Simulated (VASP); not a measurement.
Input of a VASP 6.6.1 run:

INCAR

```
SYSTEM = Cd
PREC     = Accurate       ! precision mode
ENCUT    = 520            ! plane-wave cutoff, eV
EDIFF    = 1E-6           ! SCF threshold, eV
ISMEAR   = -1             ! smearing method
SIGMA    = 0.1            ! smearing width, eV
LREAL    = .FALSE.        ! projectors in reciprocal space
LASPH    = .TRUE.         ! aspherical terms in the spheres
NELM     = 60             ! most SCF steps
ALGO     = Normal         ! electronic algorithm
ISIF     = 2              ! what is computed and relaxed
LWAVE    = .FALSE.        ! write WAVECAR
LCHARG   = .FALSE.        ! write CHGCAR
GGA      = PS             ! functional
NBANDS   = 19             ! bands
```

KPOINTS

```
Automatic mesh
0
G
  10 10 10
  0 0 0
```

File POSCAR:

```
Cd
1.0
    0.0000000000      3.0864867139      3.0864867139
    3.0864867139      0.0000000000      3.0864867139
    3.0864867139      3.0864867139      0.0000000000
Cd
2
Direct
    0.1250000000      0.1250000000      0.1250000000
    0.8750000000      0.8750000000      0.8750000000
```

Potentials or basis: VASP PAW PBE potentials, release 64 (Cd).

Launch:

```bash
$ cat potpaw_PBE.64/Cd/POTCAR > POTCAR
$ mpirun -np 1 vasp_std > vasp.out
```

**Question.** Estimate the band gap on the k mesh.

**Answer.** Zero (bands 12 and 13 overlap by 6.05 eV).

**Question.** Estimate the pressure.

**Answer.** 4.7 GPa.

Caveat: the cell stands under pressure; the PAW data sets were made with another functional, which shifts forces and pressure a little.
